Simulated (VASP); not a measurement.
# SiC (F-43m) in VASP: single point with PBE

Aim: the single point of SiC with PBE.

Everything below comes from runs of VASP 6.6.1. Logs are shortened: lines on timing, memory, paths and dates and some standing lists are left out, and cuts for length are marked.

**1. The cell of the first run**

The structure is cubic, space group F-43m (No. 216). Conventional cell: a = 4.380 Å, b = 4.380 Å, c = 4.380 Å, α = 90.00°, β = 90.00°, γ = 90.00°. Within 2.5 Å of Si (site symmetry -43m) lie 4 C at 1.90 Å. Within 2.5 Å of C (site symmetry -43m) lie 4 Si at 1.90 Å.

**2. Single point, PBE**

Input file INCAR:

```
ALGO = Normal
EDIFF = 1E-7
ENCUT = 520
GGA = PE
ISIF = 2
ISMEAR = 0
LASPH = True
LCHARG = False
LREAL = False
LWAVE = False
NBANDS = 11
NELM = 80
PREC = Accurate
SIGMA = 0.02
```

Input file KPOINTS:

```
k-points
0
Gamma
  10 10 10
```

Input file POSCAR:

```
SiC
1.0
    0.0000000000      2.1898629701      2.1898629701
    2.1898629701      0.0000000000      2.1898629701
    2.1898629701      2.1898629701      0.0000000000
Si C
1 1
Direct
    0.7500000000      0.7500000000      0.7500000000
    0.0000000000      0.0000000000      0.0000000000
```

Potentials or basis: VASP PAW PBE potentials, release 64 (Si, C).

Started as:

```console
$ cat potpaw_PBE.64/Si/POTCAR potpaw_PBE.64/C/POTCAR > POTCAR
$ mpirun -np 1 vasp_std > vasp.out
```

OUTCAR:

```text
EDIFF = 1E-7
   ENCUT = 520
   GGA = PE
   ISIF = 2
   ISMEAR = 0
   LASPH = True
   LREAL = False
   NELM = 80
   PREC = Accurate

 ion  position               nearest neighbor table
   1  0.750  0.750  0.750-   2 1.90   2 1.90   2 1.90   2 1.90
   2  0.000  0.000  0.000-   1 1.90   1 1.90   1 1.90   1 1.90

  LATTYP: Found a face centered cubic cell.
 ALAT       =     4.3797259402

  Lattice vectors:

 A1 = (   0.0000000000,   2.1898629701,   2.1898629701)
 A2 = (   2.1898629701,   0.0000000000,   2.1898629701)
 A3 = (   2.1898629701,   2.1898629701,   0.0000000000)

Analysis of symmetry for initial positions (statically):
=====================================================================
 Subroutine PRICEL returns:
 Original cell was already a primitive cell.

 Routine SETGRP: Setting up the symmetry group for a
 face centered cubic supercell.

 Subroutine GETGRP returns: Found 24 space group operations
 (whereof 24 operations were pure point group operations)
 out of a pool of 48 trial point group operations.

The static configuration has the point symmetry T_d .

Analysis of symmetry for dynamics (positions and initial velocities):
=====================================================================
 Subroutine PRICEL returns:
 Original cell was already a primitive cell.

 Routine SETGRP: Setting up the symmetry group for a
 face centered cubic supercell.

 Subroutine GETGRP returns: Found 24 space group operations
 (whereof 24 operations were pure point group operations)
 out of a pool of 48 trial point group operations.

The dynamic configuration has the point symmetry T_d .

 Subroutine INISYM returns: Found 24 space group operations
 (whereof 24 operations are pure point group operations),
 and found     1 'primitive' translations

----------------------------------------------------------------------------------------

                                     Primitive cell

  volume of cell :      21.0030

  direct lattice vectors                    reciprocal lattice vectors
     0.000000000  2.189862970  2.189862970    -0.228324789  0.228324789  0.228324789
     2.189862970  0.000000000  2.189862970     0.228324789 -0.228324789  0.228324789
     2.189862970  2.189862970  0.000000000     0.228324789  0.228324789 -0.228324789

  length of vectors
     3.096933912  3.096933912  3.096933912     0.395470135  0.395470135  0.395470135

  position of ions in fractional coordinates (direct lattice)
     0.750000000  0.750000000  0.750000000
     0.000000000  0.000000000  0.000000000

  ion indices of the primitive-cell ions
   primitive index   ion index
                 1           1
                 2           2

----------------------------------------------------------------------------------------

 KPOINTS: k-points

Automatic generation of k-mesh.
 Grid dimensions read from file:
 generate k-points for:   10   10   10

 Generating k-lattice:

  Cartesian coordinates                     Fractional coordinates (reciprocal lattice)
    -0.022832479  0.022832479  0.022832479     0.100000000  0.000000000  0.000000000
     0.022832479 -0.022832479  0.022832479     0.000000000  0.100000000  0.000000000
     0.022832479  0.022832479 -0.022832479     0.000000000  0.000000000  0.100000000

  Length of vectors
     0.039547013  0.039547013  0.039547013

  Shift w.r.t. Gamma in fractional coordinates (k-lattice)
     0.000000000  0.000000000  0.000000000

 Subroutine IBZKPT returns following result:
 ===========================================

 Found     47 irreducible k-points:

 Following reciprocal coordinates:
            Coordinates               Weight
  0.000000  0.000000  0.000000      1.000000
  0.100000  0.000000  0.000000      8.000000
  0.200000  0.000000  0.000000      8.000000
  0.300000  0.000000  0.000000      8.000000
  0.400000  0.000000  0.000000      8.000000
  0.500000  0.000000  0.000000      4.000000
[... 16 lines left out ...]
  0.300000  0.300000  0.000000      6.000000
  0.400000  0.300000  0.000000     24.000000
 [... further k-points ...]
   k-points           NKPTS =     47   k-points in BZ     NKDIM =     47   number of bands    NBANDS=     11
   number of dos      NEDOS =    301   number of ions     NIONS =      2
   total plane-waves  NPLWV =  13824
   dimension x,y,z NGX =    24 NGY =   24 NGZ =   24
   dimension x,y,z NGXF=    48 NGYF=   48 NGZF=   48
   ions per type =               1   1
   NGX,Y,Z   is equivalent  to a cutoff of  12.88, 12.88, 12.88 a.u.
   NGXF,Y,Z  is equivalent  to a cutoff of  25.77, 25.77, 25.77 a.u.
 SYSTEM =  unknown system
   PREC   = accura    normal or accurate (medium, high low for compatibility)
   ISTART =      0    job   : 0-new  1-cont  2-samecut
   ICHARG =      2    charge: 1-file 2-atom 10-const
   ISPIN  =      1    spin polarized calculation?
   LNONCOLLINEAR =      F non collinear calculations
   LSORBIT =      F    spin-orbit coupling
   LASPH  =      T    aspherical Exc in radial PAW
   ENCUT  =  520.0 eV  38.22 Ry    6.18 a.u.   5.76  5.76  5.76*2*pi/ulx,y,z
   NELM   =     80;   NELMIN=  2; NELMDL= -5     # of ELM steps
   EDIFF  = 0.1E-06   stopping-criterion for ELM
   LREAL  =      F    real-space projection
   EDIFFG = 0.1E-05   stopping-criterion for IOM
   NSW    =      0    number of steps for IOM
   IBRION =     -1    ionic relax: 0-MD 1-quasi-New 2-CG
   NFREE  =      0    steps in history (QN), initial steepest desc. (CG)
   ISIF   =      2    stress and relaxation
   ISYM   =      2    0-nonsym 1-usesym 2-fastsym
   POTIM  = 0.5000    time-step for ionic-motion
   TEBEG  =    0.0;   TEEND  =   0.0 temperature during run
   PSTRESS=    0.0 pullay stress
   NELECT =       8.0000    total number of electrons
   NUPDOWN=      -1.0000    fix difference up-down
   EMIN   =  10.00;   EMAX   =-10.00  energy-range for DOS
   EFERMI =   0.00;   METHOD = LEGACY
   ISMEAR =     0;   SIGMA  =   0.02  broadening in eV -4-tet -1-fermi 0-gaus
   EFERMI_NEDOS =   21; number of points for ismear=-14 and -15
   IALGO  =     38    algorithm
   IMIX   =      4    mixing-type and parameters
     AMIX     =   0.40;   BMIX     =  1.00
     AMIX_MAG =   1.60;   BMIX_MAG =  1.00
  volume/ion in A,a.u.               =      10.50        70.87
  Fermi-wavevector in a.u.,A,eV,Ry     =   1.186710  2.242556 19.160817  1.408280
  Thomas-Fermi vector in A             =   2.322877
   LORBIT       =      0    0 simple, 1 ext, 2 COOP (PROOUT), +10 PAW based schemes
   GGA     = PE    functional components
   LHFCALC =     F    Hartree Fock is set to
   AEXX    =    0.0000 exact exchange contribution
   IVDW    =     0    specifies the selected vdW correction
   LEPSILON=     F    determine dielectric tensor
   LRPA    =     F    only Hartree local field effects (RPA)
 non-spin polarized calculation
 Gauss-broadening in eV      SIGMA  =   0.02
  energy-cutoff  :      520.00
  volume of cell :       21.00
 maximum number of plane-waves:       588
   NGX = 11   NGY = 11   NGZ = 11

 number of electron       8.0000001 magnetization

 Free energy of the ion-electron system (eV)
  ---------------------------------------------------
  ext. energy  EPLUGINS =         0.00000000
  ---------------------------------------------------
  free energy    TOTEN  =       -15.06083296 eV

  energy without entropy =      -15.06083296  energy(sigma->0) =      -15.06083296

 E-fermi :   8.0360     XC(G=0): -11.2911

 val. band max:        7.9404114565   @ k =   0.0000   0.0000   0.0000
 cond. band min:       9.3110741687   @ k =   0.5000   0.5000   0.0000
 fundamental gap:      1.3706627122
 Fermi energy:         8.0359621265

 k-point     1 :       0.0000    0.0000    0.0000
  band No.  band energies     occupation
      1      -7.3462      2.00000
      2       7.9404      2.00000
      3       7.9404      2.00000
      4       7.9404      2.00000
      5      13.9997      0.00000
      6      15.1449      0.00000
      7      15.1449      0.00000
      8      15.1449      0.00000
      9      22.3601      0.00000
     10      22.3601      0.00000
     11      24.1908      0.00000

 k-point     2 :       0.1000    0.0000    0.0000
  band No.  band energies     occupation
      1      -7.1532      2.00000
      2       6.9337      2.00000
      3       7.8071      2.00000
      4       7.8071      2.00000
      5      14.2823      0.00000
      6      15.3860      0.00000
      7      15.3860      0.00000
      8      15.4000      0.00000
      9      21.4263      0.00000
     10      21.4263      0.00000
     11      24.0915      0.00000

 k-point     3 :       0.2000    0.0000    0.0000
  band No.  band energies     occupation
      1      -6.5828      2.00000
      2       4.8285      2.00000
      3       7.5013      2.00000
      4       7.5013      2.00000
      5      14.0122      0.00000
      6      15.7485      0.00000
      7      15.7485      0.00000
      8      16.5852      0.00000
      9      20.7662      0.00000
     10      20.7662      0.00000
     11      23.2152      0.00000

 k-point     4 :       0.3000    0.0000    0.0000
  band No.  band energies     occupation
      1      -5.6710      2.00000
      2       2.5385      2.00000
      3       7.1864      2.00000
      4       7.1864      2.00000
      5      13.6039      0.00000
      6      15.6305      0.00000
      7      15.6305      0.00000
      8      17.5771      0.00000
      9      21.5625      0.00000
     10      21.5625      0.00000
     11      22.9283      0.00000
[... 239 lines left out ...]
 k-point    22 :      -0.2000    0.2000    0.0000
  band No.  band energies     occupation
      1      -5.3648      2.00000
      2       3.1632      2.00000
      3       4.7524      2.00000
      4       7.2933      2.00000
      5      14.4260      0.00000
      6      15.8207      0.00000
      7      16.2214      0.00000
      8      16.9769      0.00000
      9      19.4075      0.00000
     10      23.2150      0.00000
     11      26.9258      0.00000

 k-point    23 :       0.3000    0.3000    0.0000
  band No.  band energies     occupation
      1      -5.1016      2.00000
      2       3.5865      2.00000
      3       5.5994      2.00000
      4       5.5994      2.00000
      5      11.0846      0.00000
      6      13.4961      0.00000
      7      19.3288      0.00000
      8      19.3288      0.00000
      9      20.1806      0.00000
     10      24.9165      0.00000
     11      29.4514      0.00000

 k-point    24 :       0.4000    0.3000    0.0000
  band No.  band energies     occupation
      1      -4.2446      2.00000
      2       2.3770      2.00000
      3       4.8191      2.00000
      4       5.3393      2.00000
      5      10.7989      0.00000
      6      13.5031      0.00000
      7      19.4030      0.00000
      8      19.7316      0.00000
      9      21.5348      0.00000
     10      25.8803      0.00000
     11      28.9681      0.00000

 [... further k-points ...]
[... 5 lines left out ...]
  --------------------------------------------------------------------------------------
  -------------------------------------------------------------------------------------
  Total       -0.0063411     -0.0063411     -0.0063411      0.0000000      0.0000000     -0.0000000
  in kB       -0.4837206     -0.4837206     -0.4837206      0.0000000      0.0000000     -0.0000000
  external PRESSURE =      -0.4837206 kB  Pullay stress =       0.0000000 kB

 VOLUME and BASIS-vectors are now :
 -----------------------------------------------------------------------------
  energy-cutoff  :      520.00
  volume of cell :       21.00
      direct lattice vectors                 reciprocal lattice vectors
     0.000000000  2.189862970  2.189862970    -0.228324789  0.228324789  0.228324789
     2.189862970  0.000000000  2.189862970     0.228324789 -0.228324789  0.228324789
     2.189862970  2.189862970  0.000000000     0.228324789  0.228324789 -0.228324789

 POSITION                                       TOTAL-FORCE (eV/Angst)
 -----------------------------------------------------------------------------------
      3.28479      3.28479      3.28479         0.000000      0.000000      0.000000
      0.00000      0.00000      0.00000        -0.000000     -0.000000     -0.000000
 -----------------------------------------------------------------------------------
    total drift:                                0.000000      0.000000      0.000000

  FREE ENERGIE OF THE ION-ELECTRON SYSTEM (eV)
  ---------------------------------------------------
  free  energy   TOTEN  =       -15.0608329562 eV

  energy  without entropy=      -15.0608329562  energy(sigma->0) =      -15.06083296
```

It used 4.9 s of CPU time on 1 thread of Intel Xeon 6975P-C (shared host).

What came out:

| Quantity | Value |
| --- | --- |
| Free energy | -15.0608 eV |
| Pressure | 0.0 GPa |
| Band gap on the k mesh | 1.37 eV, indirect (least direct gap 4.53 eV) |

A k mesh can miss the band edges.
